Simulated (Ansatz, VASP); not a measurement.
InP3 in VASP and in Ansatz

File INCAR:

```
PREC = Accurate ; ENCUT = 520
EDIFF = 1E-6 ; ISMEAR = 0
SIGMA = 0.15 ; LREAL = F
LASPH = T ; NELM = 80
ALGO = Normal ; ISIF = 2
LWAVE = F ; LCHARG = T
GGA = PS ; LELF = T
LVHAR = T ; NBANDS = 38
```

File KPOINTS:

```
regular mesh
0
Gamma
  6 6 6
```

File POSCAR:

```
InP3
1.0
    3.5663873086      2.0590546726      3.4105513325
   -3.5663873086      2.0590546726      3.4105513325
    0.0000000000     -4.1181093453      3.4105513324
In P
2 6
Direct
    0.2732789115      0.2732789115      0.2732789115
    0.7267210885      0.7267210885      0.7267210885
    0.7947108827      0.2411926280      0.7947108827
    0.7947108827      0.7947108827      0.2411926280
    0.2411926280      0.7947108827      0.7947108827
    0.2052891173      0.7588073720      0.2052891173
    0.7588073720      0.2052891173      0.2052891173
    0.2052891173      0.2052891173      0.7588073720
```

Input for Ansatz:

```yaml
crystal:
  lattice:
    - [3.5663873086, 2.0590546726, 3.4105513325]
    - [-3.5663873086, 2.0590546726, 3.4105513325]
    - [0.0, -4.1181093453, 3.4105513324]
  atoms:
    - { symbol: In, position: [0.2732789115, 0.2732789115, 0.2732789115] }
    - { symbol: In, position: [0.7267210885, 0.7267210885, 0.7267210885] }
    - { symbol: P, position: [0.7947108827, 0.241192628, 0.7947108827] }
    - { symbol: P, position: [0.7947108827, 0.7947108827, 0.241192628] }
    - { symbol: P, position: [0.241192628, 0.7947108827, 0.7947108827] }
    - { symbol: P, position: [0.2052891173, 0.758807372, 0.2052891173] }
    - { symbol: P, position: [0.758807372, 0.2052891173, 0.2052891173] }
    - { symbol: P, position: [0.2052891173, 0.2052891173, 0.758807372] }
basis:
  ecutwfc: 420
kpoints:
  mp_grid: { grid: [6, 6, 6] }
hamiltonian:
  xc: pbesol
scf:
  occupations: { method: gaussian, width: 0.15 }
output:
  forces: true
  stress: true
  eigenvalues: true
  write_density: true
  write_potential: true
  elf: true
  volumetric_format: npy
```

Change from the starting cell: strain -0.040 along x and y, +0.040 along z, atoms carried along.

Alike in both runs: task single point; functional PBEsol; k mesh 6 × 6 × 6; occupations gaussian, width 0.15 eV; no spin polarisation.

|  | VASP | Ansatz |
| --- | --- | --- |
| version | VASP 6.6.1 | Ansatz 0.2.0 |
| potentials or method | VASP PAW PBE potentials, release 64 (In_d, P), cutoff 520 eV | scalar-relativistic, plane waves, PAW |
| valence electrons in the cell | 56 | 56 |

```csv
,VASP,Ansatz,Ansatz less VASP
gap on the k mesh at the Fermi level (eV),none,none,-
pressure (GPa),5.6,5.6,+0.03
"traceless stress, the component that is largest in VASP (GPa)",-6.15,-6.17,-0.013
rms of the force components (eV/Å),0.201,0.211,+0.0095
```

VASP's potentials were made for PBE, not for PBEsol. Atom by atom the forces differ by 0.015 eV/Å (rms over components). A gap of «none» marks a metal or a gap that the smearing closes. The functional is the same, so the differences come from potentials, cutoffs and numerics.
